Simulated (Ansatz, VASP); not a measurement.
**Two plane-wave programs on SnO2**

```
Sn O
1.0
     4.75961    0.00000    0.00000
     0.00000    4.75961    0.00000
     0.00000    0.00000    3.20069
Sn O
2 4
Direct
  0.50000 0.50000 0.50000
  0.00000 0.00000 0.00000
  0.30590 0.30590 0.00000
  0.80590 0.19410 0.50000
  0.19410 0.80590 0.50000
  0.69410 0.69410 0.00000
```

Alike in both runs: functional r2SCAN; k mesh 6 × 6 × 8; occupations gaussian, width 0.02 eV; no spin polarisation.

Ansatz relaxed the structure, and its values are those at the end. VASP's run is a single point on that final structure, the one shown.

```csv
,VASP,Ansatz
version,VASP 6.6.1,Ansatz 0.2.0
potentials or method,"VASP PAW PBE potentials, release 64 (Sn_d, O), cutoff 520 eV","scalar-relativistic, plane waves, PAW"
valence electrons in the cell,52,52
```

Ansatz gave:

| Quantity | Value |
| --- | --- |
| gap on the k mesh at the Fermi level (eV) | 1.77 |
| least direct gap on the mesh (eV) | 1.77 |
| pressure (GPa) | 0.0 |
| rms of the force components (eV/Å) | 0.000 |

**Question.** Estimate VASP's values.

**Answer.** gap on the k mesh at the Fermi level (eV): 1.80; least direct gap on the mesh (eV): 1.80; pressure (GPa): 1.1; rms of the force components (eV/Å): 0.013.

VASP's potentials were made for PBE, not for r2SCAN.
